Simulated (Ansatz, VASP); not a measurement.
## Two plane-wave programs on Rb

INCAR

```
  PREC = Accurate
  ENCUT = 520
  EDIFF = 1E-6
  ISMEAR = -1
  SIGMA = 0.1
  LREAL = F
  LASPH = T
  NELM = 80
  ALGO = Normal
  ISIF = 2
  LWAVE = F
  LCHARG = F
  NBANDS = 10
```

The input KPOINTS:

```
regular mesh
0
Gamma
  9 9 9
```

Contents of POSCAR:

```
Rb
1.0
    0.0000000000      3.3967937365      3.3967937365
    3.3967937365      0.0000000000      3.3967937365
    3.3967937365      3.3967937365      0.0000000000
Rb
1
Direct
    0.0000000000      0.0000000000      0.0000000000
```

Input for Ansatz:

```yaml
crystal:
  lattice:
    - [0.0, 3.3967937365, 3.3967937365]
    - [3.3967937365, 0.0, 3.3967937365]
    - [3.3967937365, 3.3967937365, 0.0]
  atoms:
    - { symbol: Rb, position: [0.0, 0.0, 0.0] }
hamiltonian:
  xc: lda
  pseudopotentials:
    kind: paw
    azcp:
      Rb: "pseudopotentials/Rb.paw.azcp"
basis:
  ecutwfc: 420
  fft_grid_basis: typed
kpoints:
  mp_grid: { grid: [9, 9, 9], shift: [0, 0, 0] }
magnetization:
  spin_polarized: false
scf:
  occupations: { method: fermi_dirac, width: 0.1 }
  lower_state_search: "off"
output:
  stress: true
```

Alike in both runs: task single point; functional LDA; k mesh 9 × 9 × 9; occupations fermi-dirac, width 0.1 eV; no spin polarisation.

```csv
,VASP,Ansatz
version,VASP 6.6.1,Ansatz 0.2.0
potentials or method,"VASP PAW LDA potentials, release 64 (Rb_sv), cutoff 520 eV","plane waves (420 eV) with PAW, scalar-relativistic"
valence electrons in the cell,9,9
```

|  | VASP | Ansatz | Ansatz less VASP |
| --- | --- | --- | --- |
| pressure (GPa) | 0.0 | 0.0 | 0.00 |

Ansatz warns that its potentials were made for another functional, while VASP's fit it. LDA's correlation is that of Perdew and Zunger in VASP and of Perdew and Wang (1992) in Ansatz.
